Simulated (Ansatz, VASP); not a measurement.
**MgS: VASP beside Ansatz**

INCAR

```
SYSTEM = MgS
  PREC = Accurate
  ENCUT = 600
  EDIFF = 1E-6
  ISMEAR = 0
  SIGMA = 0.01
  LREAL = .FALSE.
  LASPH = .TRUE.
  NELM = 120
  ALGO = Normal
  ISIF = 2
  LWAVE = .FALSE.
  LCHARG = .FALSE.
  GGA = PS
  NBANDS = 11
  GGA_COMPAT = .FALSE.
```

File KPOINTS:

```
Automatic mesh
0
G
  6 6 6
  0 0 0
```

Contents of POSCAR:

```
MgS
1.0
    0.0000000000      2.5652979395      2.6054782762
    2.5652979395      0.0000000000      2.6054782762
    2.5652979395      2.5652979395      0.0000000000
Mg S
1 1
Direct
    0.0000000000      0.0000000000      0.0000000000
    0.5000000000      0.5000000000      0.5000000000
```

Input for Ansatz:

```yaml
crystal:
  lattice:
    - [0.0, 2.5652979395, 2.6054782762]
    - [2.5652979395, 0.0, 2.6054782762]
    - [2.5652979395, 2.5652979395, 0.0]
  atoms:
    - { symbol: Mg, position: [0.0, 0.0, 0.0] }
    - { symbol: S, position: [0.5, 0.5, 0.5] }
basis: {}
kpoints:
  mp_grid: { grid: [6, 6, 6] }
  band_path:
    path:
      - [0.0, 0.0, 0.0]
      - [0.0, 0.0, 0.0]
      - [0.5, 0.5, 0.0]
      - [0.0, 0.5, 0.5]
      - [0.5, 0.5, 0.5]
      - [0.0, 0.0, 0.5]
      - [0.5, 0.5, 0.5]
      - [0.0, 0.0, 0.5]
    npoints: 1
hamiltonian:
  xc: pbesol
  pseudopotentials: { kind: all_electron, lapw: {} }
scf:
  occupations: { method: fixed }
  n_extra_bands: 5
output:
  forces: true
  stress: true
  eigenvalues: true
```

Alike in both runs: task single point; functional PBEsol; k mesh 6 × 6 × 6; no spin polarisation.

|  | VASP | Ansatz |
| --- | --- | --- |
| version | VASP 6.6.1 | Ansatz 0.2.0 |
| potentials or method | VASP PAW PBE potentials, release 64 (Mg, S), cutoff 600 eV | scalar-relativistic, all-electron LAPW |
| occupations | gaussian, width 0.01 eV | fixed |

|  | VASP | Ansatz | Ansatz less VASP |
| --- | --- | --- | --- |
| gap on the k mesh at the Fermi level (eV) | 2.69 | 2.68 | -0.002 |
| least direct gap on the mesh (eV) | 3.76 | 3.76 | 0.000 |
| pressure (GPa) | 1.0 | 1.2 | +0.17 |
| traceless stress, the component that is largest in VASP (GPa) | -1.22 | -1.22 | -0.002 |

VASP's potentials were made for PBE, not for PBEsol. Ansatz ran all-electron here, and VASP with PAW potentials.
